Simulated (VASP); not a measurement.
A run of VASP 6.6.1 is set up as follows.

INCAR

```
SYSTEM = Mn3Si
PREC = Accurate
ENCUT = 520
EDIFF = 1E-7
ISMEAR = -1
SIGMA = 0.05
LREAL = .FALSE.
LASPH = .TRUE.
NELM = 150
ALGO = Normal
ISIF = 2
LWAVE = .FALSE.
LCHARG = .FALSE.
ISPIN = 2
MAGMOM = 1.451 -0.41 -0.411 0
LORBIT = 11
NUPDOWN = 0.63
LMAXMIX = 4
NBANDS = 34
```

KPOINTS

```
Automatic mesh
0
G
  10 10 10
  0 0 0
```

POSCAR

```
Mn3Si
1.0
    0.0000000000      2.8610000000      2.8610000000
    2.8610000000      0.0000000000      2.8610000000
    2.8610000000      2.8610000000      0.0000000000
Mn Si
3 1
Direct
    0.5000000000      0.5000000000      0.5000000000
    0.2500000000      0.2500000000      0.2500000000
    0.7500000000      0.7500000000      0.7500000000
    0.0000000000      0.0000000000      0.0000000000
```

Potentials or basis: VASP PAW LDA potentials, release 64 (Mn_pv, Si).

Command:

```bash
$ cat potpaw_LDA.64/Mn_pv/POTCAR potpaw_LDA.64/Si/POTCAR > POTCAR
$ mpirun -np 1 vasp_std > vasp.out
```

(1) Predict the pressure.

Answers

(1) -25.4 GPa.

Caveat: the cell stands under tension; the total moment is fixed, so each spin has its own Fermi level.
